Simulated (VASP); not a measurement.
Write the native input for VASP 6.6.1 that does the following.

```yaml
Task: single point
Functional: PBE
Potentials_or_basis: VASP PAW PBE potentials, release 64 (Al, N)
Cutoff: 520 eV
k_mesh: 10 × 10 × 10
Occupations: gaussian, width 0.05 eV
Spin: no spin polarisation
Dipole_correction: no
Further_INCAR_settings: ALGO = Normal; EDIFF = 1e-06; NBANDS = 11
```

The structure of AlN lies in POSCAR:

```
AlN
1.0
   -0.1424437406      1.9280777747      1.9280777747
    1.8924668396     -0.1068328055      1.8924668396
    2.0349105802      2.0349105802     -0.2492765461
Al N
1 1
Direct
    0.5000000000      0.5000000000      0.5000000000
    0.0000000000      0.0000000000      0.0000000000
```

This cell differs from its parent crystal: engineering shear strain xz -0.1400, engineering shear strain yz -0.1050.

These files were run (other wordings do the same):

INCAR

```
SYSTEM = AlN
  PREC = Accurate
  ENCUT = 520
  EDIFF = 1E-6
  ISMEAR = 0
  SIGMA = 0.05
  LREAL = .False.
  LASPH = .True.
  NELM = 60
  ALGO = Normal
  ISIF = 2
  LWAVE = .False.
  LCHARG = .False.
  GGA = PE
  NBANDS = 11
```

KPOINTS

```
Automatic mesh
0
Gamma
  10 10 10
  0 0 0
```

Potentials or basis: VASP PAW PBE potentials, release 64 (Al, N).

Run with:

```console
$ cat potpaw_PBE.64/Al/POTCAR potpaw_PBE.64/N/POTCAR > POTCAR
$ mpirun -np 1 vasp_std > vasp.out
```

It gave:

```
Pressure               : 3.8 GPa
Band gap on the k mesh : 1.44 eV (least direct gap 3.25 eV)
```

Caveat: the cell differs from its parent crystal (engineering shear strain xz -0.1400, engineering shear strain yz -0.1050); the cell stands under pressure.

Run time: 90 s on 1 thread of Intel Xeon 8259CL, on a shared host, peak memory 0.2 GiB.
